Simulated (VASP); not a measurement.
Runs of VASP 6.6.1 on SnSe. The structure is that of space group Fm-3m (No. 225), or close to it. The cells are those of the table. 

```tsv
task	level	potentials or basis	spin	cell	k mesh	cutoff (eV)	gap on the mesh (eV)	pressure (GPa)	relaxed volume (Å³/atom)
single point	LDA	VASP PAW LDA potentials, release 64 (Sn_d, Se)	off	a = 4.246 Å, angles 60.0°, 2 atoms	8 × 8 × 8	520	(b)	-2.9	-
relaxation of cell and atoms	r2SCAN	VASP PAW PBE potentials, release 64 (Sn_d, Se)	off	relaxed from a = 4.282 Å, angles 60.0°, 2 atoms	6 × 6 × 6	600	0.49	0.0	27.05
single point	PBE	VASP PAW PBE potentials, release 64 (Sn_d, Se)	non-collinear, zero start, SOC	a = 4.246 Å, angles 60.0°, 2 atoms	8 × 8 × 8	520	-	(a)	-
relaxation of cell and atoms	PBEsol	VASP PAW PBE potentials, release 64 (Sn_d, Se)	off	relaxed from a = 4.282 Å, angles 60.0°, 2 atoms	6 × 6 × 6	600	0.84	0.0	26.13
single point	r2SCAN	VASP PAW PBE potentials, release 64 (Sn_d, Se)	off	a = 4.246 Å, angles 60.0°, 2 atoms	6 × 6 × 6	520	0.49	0.0	-
```

Alike in all rows: smearing fermi-dirac 0.02 eV.

Problem. Estimate the missing entries.

Solution. (a) 1.3; (b) 0.66.

Caveats: spin-orbit coupling is left out, which moves the levels of the heavy elements (some runs); the PAW data sets were made with another functional, which shifts forces and pressure a little (some runs).

A k mesh can miss the band edges, and rows without SOC leave out spin-orbit coupling on Se, Sn.
